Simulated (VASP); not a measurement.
# Pd (Fm-3m) in VASP: notebook

The runs below take Pd through single point, with PBEsol.

Everything below comes from runs of VASP 6.6.1. Logs are shortened: lines on timing, memory, paths and dates and some standing lists are left out, and cuts for length are marked.

**1. The cell of the first run**

The structure is cubic, space group Fm-3m (No. 225). Conventional cell: a = 3.890 Å, b = 3.890 Å, c = 3.890 Å, α = 90.00°, β = 90.00°, γ = 90.00°. Pd (site symmetry m-3m) has 12 Pd at 2.75 Å within 3.6 Å.

**2. Single point, PBEsol**

INCAR reads:

```
SYSTEM = Pd
ALGO = Normal
EDIFF = 1E-6
ENCUT = 520
GGA = PS
ISIF = 2
ISMEAR = 0
LASPH = .TRUE.
LCHARG = .FALSE.
LREAL = .FALSE.
LWAVE = .FALSE.
NBANDS = 11
NELM = 60
PREC = Accurate
SIGMA = 0.15
```

KPOINTS reads:

```
k-points
0
G
  20 20 20
  0 0 0
```

POSCAR reads:

```
Pd
1.0
    0.0000000000      1.9449000000      1.9449000000
    1.9449000000      0.0000000000      1.9449000000
    1.9449000000      1.9449000000      0.0000000000
Pd
1
Direct
    0.0000000000      0.0000000000      0.0000000000
```

Potentials or basis: VASP PAW PBE potentials, release 64 (Pd).

The run is started by

```sh
cat potpaw_PBE.64/Pd/POTCAR > POTCAR
mpirun -np 1 vasp_std > vasp.out
```

OUTCAR:

```text
SYSTEM = Pd
   EDIFF = 1E-6
   ENCUT = 520
   GGA = PS
   ISIF = 2
   ISMEAR = 0
   LASPH = .TRUE.
   LREAL = .FALSE.
   NELM = 60
   PREC = Accurate

 ion  position               nearest neighbor table
   1  0.000  0.000  0.000-

  LATTYP: Found a face centered cubic cell.
 ALAT       =     3.8898000000

  Lattice vectors:

 A1 = (   0.0000000000,   1.9449000000,   1.9449000000)
 A2 = (   1.9449000000,   0.0000000000,   1.9449000000)
 A3 = (   1.9449000000,   1.9449000000,   0.0000000000)

Analysis of symmetry for initial positions (statically):
=====================================================================
 Subroutine PRICEL returns:
 Original cell was already a primitive cell.

 Routine SETGRP: Setting up the symmetry group for a
 face centered cubic supercell.

 Subroutine GETGRP returns: Found 48 space group operations
 (whereof 48 operations were pure point group operations)
 out of a pool of 48 trial point group operations.

The static configuration has the point symmetry O_h .

Analysis of symmetry for dynamics (positions and initial velocities):
=====================================================================
 Subroutine PRICEL returns:
 Original cell was already a primitive cell.

 Routine SETGRP: Setting up the symmetry group for a
 face centered cubic supercell.

 Subroutine GETGRP returns: Found 48 space group operations
 (whereof 48 operations were pure point group operations)
 out of a pool of 48 trial point group operations.

The dynamic configuration has the point symmetry O_h .

 Subroutine INISYM returns: Found 48 space group operations
 (whereof 48 operations are pure point group operations),
 and found     1 'primitive' translations

----------------------------------------------------------------------------------------

                                     Primitive cell

  volume of cell :      14.7137

  direct lattice vectors                    reciprocal lattice vectors
     0.000000000  1.944900000  1.944900000    -0.257082626  0.257082626  0.257082626
     1.944900000  0.000000000  1.944900000     0.257082626 -0.257082626  0.257082626
     1.944900000  1.944900000  0.000000000     0.257082626  0.257082626 -0.257082626

  length of vectors
     2.750503957  2.750503957  2.750503957     0.445280171  0.445280171  0.445280171

  position of ions in fractional coordinates (direct lattice)
     0.000000000  0.000000000  0.000000000

  ion indices of the primitive-cell ions
   primitive index   ion index
                 1           1

----------------------------------------------------------------------------------------

 KPOINTS: k-points

Automatic generation of k-mesh.
 Grid dimensions read from file:
 generate k-points for:   20   20   20

 Generating k-lattice:

  Cartesian coordinates                     Fractional coordinates (reciprocal lattice)
    -0.012854131  0.012854131  0.012854131     0.050000000  0.000000000  0.000000000
     0.012854131 -0.012854131  0.012854131     0.000000000  0.050000000  0.000000000
     0.012854131  0.012854131 -0.012854131     0.000000000  0.000000000  0.050000000

  Length of vectors
     0.022264009  0.022264009  0.022264009

  Shift w.r.t. Gamma in fractional coordinates (k-lattice)
     0.000000000  0.000000000  0.000000000

 Subroutine IBZKPT returns following result:
 ===========================================

 Found    256 irreducible k-points:

 Following reciprocal coordinates:
            Coordinates               Weight
  0.000000  0.000000  0.000000      1.000000
  0.050000  0.000000  0.000000      8.000000
  0.100000  0.000000  0.000000      8.000000
  0.150000  0.000000  0.000000      8.000000
  0.200000  0.000000  0.000000      8.000000
  0.250000  0.000000  0.000000      8.000000
[... 16 lines left out ...]
 -0.400000  0.050000  0.000000     24.000000
 -0.350000  0.050000  0.000000     24.000000
 [... further k-points ...]
   k-points           NKPTS =    256   k-points in BZ     NKDIM =    256   number of bands    NBANDS=     11
   number of dos      NEDOS =    301   number of ions     NIONS =      1
   total plane-waves  NPLWV =   8000
   dimension x,y,z NGX =    20 NGY =   20 NGZ =   20
   dimension x,y,z NGXF=    40 NGYF=   40 NGZF=   40
   ions per type =               1
   NGX,Y,Z   is equivalent  to a cutoff of  12.09, 12.09, 12.09 a.u.
   NGXF,Y,Z  is equivalent  to a cutoff of  24.18, 24.18, 24.18 a.u.
 SYSTEM =  Pd
   PREC   = accura    normal or accurate (medium, high low for compatibility)
   ISTART =      0    job   : 0-new  1-cont  2-samecut
   ICHARG =      2    charge: 1-file 2-atom 10-const
   ISPIN  =      1    spin polarized calculation?
   LNONCOLLINEAR =      F non collinear calculations
   LSORBIT =      F    spin-orbit coupling
   LASPH  =      T    aspherical Exc in radial PAW
   ENCUT  =  520.0 eV  38.22 Ry    6.18 a.u.   5.11  5.11  5.11*2*pi/ulx,y,z
   NELM   =     60;   NELMIN=  2; NELMDL= -5     # of ELM steps
   EDIFF  = 0.1E-05   stopping-criterion for ELM
   LREAL  =      F    real-space projection
   EDIFFG = 0.1E-04   stopping-criterion for IOM
   NSW    =      0    number of steps for IOM
   IBRION =     -1    ionic relax: 0-MD 1-quasi-New 2-CG
   NFREE  =      0    steps in history (QN), initial steepest desc. (CG)
   ISIF   =      2    stress and relaxation
   ISYM   =      2    0-nonsym 1-usesym 2-fastsym
   POTIM  = 0.5000    time-step for ionic-motion
   TEBEG  =    0.0;   TEEND  =   0.0 temperature during run
   PSTRESS=    0.0 pullay stress
   NELECT =      10.0000    total number of electrons
   NUPDOWN=      -1.0000    fix difference up-down
   EMIN   =  10.00;   EMAX   =-10.00  energy-range for DOS
   EFERMI =   0.00;   METHOD = LEGACY
   ISMEAR =     0;   SIGMA  =   0.15  broadening in eV -4-tet -1-fermi 0-gaus
   EFERMI_NEDOS =   21; number of points for ismear=-14 and -15
   IALGO  =     38    algorithm
   IMIX   =      4    mixing-type and parameters
     AMIX     =   0.40;   BMIX     =  1.00
     AMIX_MAG =   1.60;   BMIX_MAG =  1.00
  volume/ion in A,a.u.               =      14.71        99.29
  Fermi-wavevector in a.u.,A,eV,Ry     =   1.439354  2.719984 28.187725  2.071739
  Thomas-Fermi vector in A             =   2.558219
   LORBIT       =      0    0 simple, 1 ext, 2 COOP (PROOUT), +10 PAW based schemes
   GGA     = PS    functional components
   LHFCALC =     F    Hartree Fock is set to
   AEXX    =    0.0000 exact exchange contribution
   IVDW    =     0    specifies the selected vdW correction
   LEPSILON=     F    determine dielectric tensor
   LRPA    =     F    only Hartree local field effects (RPA)
 non-spin polarized calculation
 Gauss-broadening in eV      SIGMA  =   0.15
  energy-cutoff  :      520.00
  volume of cell :       14.71
 maximum number of plane-waves:       415
   NGX = 11   NGY = 11   NGZ = 11

 number of electron      10.0000000 magnetization

 Free energy of the ion-electron system (eV)
  ---------------------------------------------------
  ext. energy  EPLUGINS =         0.00000000
  ---------------------------------------------------
  free energy    TOTEN  =        -5.97171481 eV

  energy without entropy =       -5.94466419  energy(sigma->0) =       -5.95818950

 E-fermi :   9.6570     XC(G=0): -13.3967

 val. band max:        9.6534681197   @ k =   0.5000   0.1000   0.0000
 cond. band min:       9.6591504868   @ k =   0.4500   0.1500   0.0000
 fundamental gap:      0.0056823671
 Fermi energy:         9.6569604176

 k-point     1 :       0.0000    0.0000    0.0000
  band No.  band energies     occupation
      1       2.4029      2.00000
      2       6.7908      2.00000
      3       6.7908      2.00000
      4       6.7908      2.00000
      5       8.4292      2.00000
      6       8.4292      2.00000
      7      26.7909      0.00000
      8      31.5745      0.00000
      9      31.5745      0.00000
     10      31.5745      0.00000
     11      35.7284      0.00000

 k-point     2 :       0.0500    0.0000    0.0000
  band No.  band energies     occupation
      1       2.4944      2.00000
      2       6.7574      2.00000
      3       6.8231      2.00000
      4       6.8231      2.00000
      5       8.4133      2.00000
      6       8.4133      2.00000
      7      26.8907      0.00000
      8      30.9418      0.00000
      9      31.6803      0.00000
     10      31.6803      0.00000
     11      35.7757      0.00000

 k-point     3 :       0.1000    0.0000    0.0000
  band No.  band energies     occupation
      1       2.7610      2.00000
      2       6.6706      2.00000
      3       6.9100      2.00000
      4       6.9100      2.00000
      5       8.3770      2.00000
      6       8.3770      2.00000
      7      27.1331      0.00000
      8      29.5976      0.00000
      9      31.9844      0.00000
     10      31.9844      0.00000
     11      35.8130      0.00000

 k-point     4 :       0.1500    0.0000    0.0000
  band No.  band energies     occupation
      1       3.1742      2.00000
      2       6.5726      2.00000
      3       7.0186      2.00000
      4       7.0186      2.00000
      5       8.3561      2.00000
      6       8.3561      2.00000
      7      27.1533      0.00000
      8      28.2946      0.00000
      9      32.4412      0.00000
     10      32.4412      0.00000
     11      35.9413      0.00000
[... 239 lines left out ...]
 k-point    22 :      -0.4500    0.0500    0.0000
  band No.  band energies     occupation
      1       4.3678      2.00000
      2       6.7135      2.00000
      3       6.8054      2.00000
      4       9.1339      2.00000
      5       9.5555      1.66106
      6      10.9704      0.00000
      7      17.1935      0.00000
      8      26.2457      0.00000
      9      30.1786      0.00000
     10      30.7748      0.00000
     11      35.7935      0.00000

 k-point    23 :      -0.4000    0.0500    0.0000
  band No.  band energies     occupation
      1       4.4062      2.00000
      2       6.7705      2.00000
      3       6.8473      2.00000
      4       8.8324      2.00000
      5       9.3524      1.99591
      6      10.3467      0.00000
      7      18.3236      0.00000
      8      26.4475      0.00000
      9      30.3142      0.00000
     10      31.4394      0.00000
     11      35.7898      0.00000

 k-point    24 :      -0.3500    0.0500    0.0000
  band No.  band energies     occupation
      1       4.4523      2.00000
      2       6.8591      2.00000
      3       6.9257      2.00000
      4       8.1806      2.00000
      5       9.0657      2.00000
      6       9.7472      0.39491
      7      19.9286      0.00000
      8      26.8040      0.00000
      9      30.7162      0.00000
     10      32.4163      0.00000
     11      35.7629      0.00000

 [... further k-points ...]

------------------------ aborting loop because EDIFF is reached ----------------------------------------

  FORCE on cell =-STRESS in cart. coord.  units (eV):
  Direction    XX          YY          ZZ          XY          YZ          ZX
  --------------------------------------------------------------------------------------
  -------------------------------------------------------------------------------------
  Total       -0.2273286     -0.2273286     -0.2273286     -0.0000000      0.0000000      0.0000000
  in kB      -24.7538547    -24.7538547    -24.7538547     -0.0000000      0.0000000      0.0000000
  external PRESSURE =     -24.7538547 kB  Pullay stress =       0.0000000 kB

 VOLUME and BASIS-vectors are now :
 -----------------------------------------------------------------------------
  energy-cutoff  :      520.00
  volume of cell :       14.71
      direct lattice vectors                 reciprocal lattice vectors
     0.000000000  1.944900000  1.944900000    -0.257082626  0.257082626  0.257082626
     1.944900000  0.000000000  1.944900000     0.257082626 -0.257082626  0.257082626
     1.944900000  1.944900000  0.000000000     0.257082626  0.257082626 -0.257082626

 POSITION                                       TOTAL-FORCE (eV/Angst)
 -----------------------------------------------------------------------------------
      0.00000      0.00000      0.00000         0.000000      0.000000      0.000000
 -----------------------------------------------------------------------------------
    total drift:                                0.000000     -0.000000      0.000000

  FREE ENERGIE OF THE ION-ELECTRON SYSTEM (eV)
  ---------------------------------------------------
  free  energy   TOTEN  =        -5.9717148109 eV

  energy  without entropy=       -5.9446641895  energy(sigma->0) =       -5.95818950
```

Run time: 12 s. Hardware: 1 thread of Intel Xeon 6975P-C (Granite Rapids), shared host; peak memory 0.15 GiB.

Results:

| Property | Result |
| --- | --- |
| Free energy | -5.9717 eV |
| Pressure | -2.5 GPa |
| Band gap on the k mesh | zero (band 5 reaches 9.95 eV, above the bottom of band 6 at 8.36 eV) |

Levels at points of the mesh, in eV from the Fermi level:
```csv
k point,band 1,band 2,band 3,band 4,band 5,band 6,band 7,band 8,band 9,band 10
"(0.00, 0.00, 0.00)",-7.25,-2.87,-2.87,-2.87,-1.23,-1.23,17.13,21.92,21.92,21.92
"(0.50, 0.00, 0.00)",-5.36,-2.91,-2.91,-0.02,-0.02,0.92,7.29,16.49,21.04,21.04
"(0.50, 0.50, 0.00)",-5.44,-5.15,-0.04,0.29,0.29,3.26,10.74,13.13,13.13,21.52
```

Caveat: the PAW data sets were made with another functional, which shifts forces and pressure a little.

[end of part 1 of 2]
